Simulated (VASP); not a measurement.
AlN:

```
Al N
1.0
     0.00000    2.21273    2.21273
     2.21273    0.00000    2.21273
     2.21273    2.21273    0.00000
Al N
1 1
Direct
  0.00000 0.00000 0.00000
  0.25000 0.25000 0.25000
```

Base run:

| Property | Result |
| --- | --- |
| Program | VASP 6.6.1 |
| Functional | BLYP |
| Dispersion | D3(BJ) |
| Potentials or basis | VASP PAW PBE potentials, release 64 (Al, N) |
| Cutoff | 520 eV |
| k mesh | 10 × 10 × 10 |
| Occupations | fermi-dirac, width 0.05 eV |
| Spin | no spin polarisation |

Its results: band gap on the k mesh 3.65 eV, indirect (least direct gap 4.13 eV); pressure -8.3 GPa.

The run is repeated on the same cell with these changes: functional from BLYP to r2SCAN. What comes out?

Band gap on the k mesh 3.90 eV, indirect (least direct gap 4.53 eV); pressure -9.7 GPa.

r2SCAN gives the wider gap, since meta-GGAs in the generalised Kohn-Sham scheme recover part of the derivative discontinuity.

Caveats: the PAW data sets were made with another functional, which shifts forces and pressure a little.

A k mesh can miss the band edges.
